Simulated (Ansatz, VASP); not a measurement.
Two plane-wave programs on Al8O9

```
Al O
1.0
    -2.40939   -4.17346    0.04261
     2.41581   -1.35010   -4.37669
     4.72164   -2.77097    4.33870
Al O
8 9
Direct
  0.50118 0.79607 0.85408
  0.01382 0.30295 0.35097
  0.51674 0.21015 0.64481
  0.97926 0.70892 0.14905
  0.51014 0.19605 0.15691
  0.99835 0.71303 0.63026
  0.43579 0.74937 0.36793
  0.01395 0.29996 0.84894
  0.35322 0.14971 0.90017
  0.85377 0.34949 0.09499
  0.80462 0.00333 0.74720
  0.64941 0.84810 0.09750
  0.16547 0.33059 0.59682
  0.15807 0.65267 0.90510
  0.66490 0.17427 0.40367
  0.70091 0.50837 0.74602
  0.19147 0.99986 0.25008
```

Alike in both runs: task single point; functional PBE; k mesh 6 × 6 × 5; occupations gaussian, width 0.1 eV; no spin polarisation.

```csv
,VASP,Ansatz
version,VASP 6.6.1,Ansatz 0.2.0
potentials or method,"VASP PAW PBE potentials, release 64 (Al, O), cutoff 520 eV","scalar-relativistic, plane waves, PAW"
valence electrons in the cell,78,78
```

VASP gave:

- gap on the k mesh at the Fermi level (eV): 0.36
- least direct gap on the mesh (eV): 0.36
- pressure (GPa): -0.1
- traceless stress, the component that is largest in VASP (GPa): -0.14
- rms of the force components (eV/Å): 0.027

Problem. What did Ansatz give for the same quantities?

Solution. gap on the k mesh at the Fermi level (eV): 0.36; least direct gap on the mesh (eV): 0.36; pressure (GPa): 0.0; traceless stress, the component that is largest in VASP (GPa): -0.13; rms of the force components (eV/Å): 0.028.

Atom by atom the forces differ by 0.004 eV/Å (rms over components).
